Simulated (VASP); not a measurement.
Wanted: the native input for a VASP 6.6.1 run.

```yaml
Task: relaxation of cell and atoms
Functional: PBE
Potentials_or_basis: VASP PAW PBE potentials, release 64 (Mg, Cd, O)
Cutoff: 600 eV
k_mesh: 4 × 4 × 2
Occupations: gaussian, width 0.15 eV
Spin: no spin polarisation
Dipole_correction: no
Further_INCAR_settings: ALGO = Normal; EDIFF = 1e-06; IBRION = 2; EDIFFG = -0.08; NSW = 36; ISIF = 3
```

The structure of MgCd2O3 lies in POSCAR:

```
MgCd2O3
1.0
    3.3359050000      0.0000000000      0.0000000000
   -1.6679525000      2.8889784800      0.0000000000
    0.0000000000      0.0000000000      8.1806655000
Mg Cd O
1 2 3
Direct
    0.0000000000      0.0000000000      0.0000000000
    0.6666666700      0.3333333300      0.3333000000
    0.3333333300      0.6666666700      0.6667000000
    0.6666666700      0.3333333300      0.8450000000
    0.3333333300      0.6666666700      0.1550000000
    0.0000000000      0.0000000000      0.5000000000
```

These files were run (other wordings do the same):

INCAR

```
SYSTEM = MgCd2O3
PREC = Accurate
ENCUT = 600
EDIFF = 1E-6
ISMEAR = 0
SIGMA = 0.15
LREAL = .False.
LASPH = .True.
NELM = 60
ALGO = Normal
ISIF = 3
LWAVE = .False.
LCHARG = .False.
GGA = PE
IBRION = 2
NSW = 36
EDIFFG = -0.08
```

KPOINTS

```
regular mesh
0
Gamma
  4 4 2
  0 0 0
```

Potentials or basis: VASP PAW PBE potentials, release 64 (Mg, Cd, O).

The run is started by

```console
$ cat potpaw_PBE.64/Mg/POTCAR potpaw_PBE.64/Cd/POTCAR potpaw_PBE.64/O/POTCAR > POTCAR
$ mpirun -np 1 vasp_std > vasp.out
```

It gave:

The relaxed volume is 12.33 Å³/atom. The relaxed cell is a = 3.249 Å, b = 3.249 Å, c = 8.091 Å, α = 90.00°, β = 90.00°, γ = 120.00°, the space group after relaxing (to 0.05 Å) is P-3m1 (No. 164) and the energy gained by relaxing is 43.3 meV/atom. The ionic steps are 7. The pressure after relaxing is -0.5 GPa, the largest force after relaxing is 0.009 eV/Å and the band gap on the k mesh is 0.55 eV, indirect (the least direct gap lies 4.3 meV higher).

Caveat: the k points lie up to 0.56 Å⁻¹ apart in the final cell; the relaxation stopped at a loose force limit of 0.08 eV/Å, so its end isn't a converged minimum.

It took 100 s on 1 thread of Intel(R) Xeon(R) Platinum 8375C CPU @ 2.90GHz (Ice Lake) (shared host), peak memory 0.24 GiB.
